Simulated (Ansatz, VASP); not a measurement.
Two plane-wave programs on Lu

```
Lu
1.0
     0.00000    3.58787    3.58787
     3.58787    0.00000    3.58787
     3.58787    3.58787    0.00000
Lu
2
Direct
  0.12500 0.12500 0.12500
  0.87500 0.87500 0.87500
```

Alike in both runs: functional PBEsol; k mesh 8 × 8 × 8; occupations fermi-dirac, width 0.1 eV; no spin polarisation.

Ansatz relaxed the structure, and its values are those at the end. VASP's run is a single point on that final structure, the one shown.

|  | VASP | Ansatz |
| --- | --- | --- |
| version | VASP 6.6.1 | Ansatz 0.2.0 |
| potentials or method | VASP PAW PBE potentials, release 64 (Lu), cutoff 520 eV | plane waves (420 eV) with PAW, scalar-relativistic |
| valence electrons in the cell | 50 | 50 |

```tsv
	VASP	Ansatz	Ansatz less VASP
pressure (GPa)	0.1	0.0	-0.02
```

VASP's potentials were made for PBE, not for PBEsol, and Ansatz warns of the same on its side.

Spin-orbit coupling is off throughout.
